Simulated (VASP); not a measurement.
A run of VASP 6.6.1 is set up as follows.

The input POSCAR:

```
Ca
1.0
    0.0000000000      2.7942000000      2.7942000000
    2.8640550000      0.0000000000      2.7942000000
    2.8640550000      2.7942000000      0.0000000000
Ca
1
Direct
    0.0000000000      0.0000000000      0.0000000000
```

File INCAR.step1:

```
PREC     = Accurate       # precision mode
ENCUT    = 520            # plane-wave cutoff, eV
ISMEAR   = 0              # smearing method
SIGMA    = 0.15           # smearing width, eV
LREAL    = False          # projectors in reciprocal space
LASPH    = True           # aspherical terms in the spheres
NELM     = 80             # most SCF steps
NBANDS   = 11             # bands
GGA      = PE             # functional
ALGO     = Normal         # electronic algorithm
EDIFF    = 1E-4           # SCF threshold, eV
LWAVE    = True           # write WAVECAR
LCHARG   = False          # write CHGCAR
```

The input INCAR.step2:

```
PREC     = Accurate       # precision mode
ENCUT    = 520            # plane-wave cutoff, eV
EDIFF    = 1E-6           # SCF threshold, eV
ISMEAR   = 0              # smearing method
SIGMA    = 0.15           # smearing width, eV
LREAL    = False          # projectors in reciprocal space
LASPH    = True           # aspherical terms in the spheres
NELM     = 80             # most SCF steps
ALGO     = Normal         # electronic algorithm
ISIF     = 2              # what is computed and relaxed
LWAVE    = False          # write WAVECAR
LCHARG   = False          # write CHGCAR
METAGGA  = R2SCAN         # meta-GGA
LMIXTAU  = True         
NBANDS   = 11             # bands
ISTART   = 1
```

KPOINTS

```
Automatic mesh
0
Gamma
  14 14 14
```

Potentials or basis: VASP PAW PBE potentials, release 64 (Ca_sv).

The run is started by

```console
$ cat potpaw_PBE.64/Ca_sv/POTCAR > POTCAR
$ cp INCAR.step1 INCAR
$ mpirun -np 1 vasp_std > vasp.out
$ cp INCAR.step2 INCAR
$ mpirun -np 1 vasp_std > vasp.out
```

Problem. Predict the band gap on the k mesh.

Solution. Zero (bands 5 and 6 overlap by 0.58 eV).

Problem. What does it give for the pressure?

Solution. -0.6 GPa.

Stress tensor (GPa, compression positive):
```
-0.71  0.00  0.00
 0.00 -0.49  0.00
 0.00  0.00 -0.49
```

Caveat: the cell differs from its parent crystal (strain +0.0250 x Voigt [1, 0, 0, 0, 0, 0]); the PAW data sets were made with another functional, which shifts forces and pressure a little.
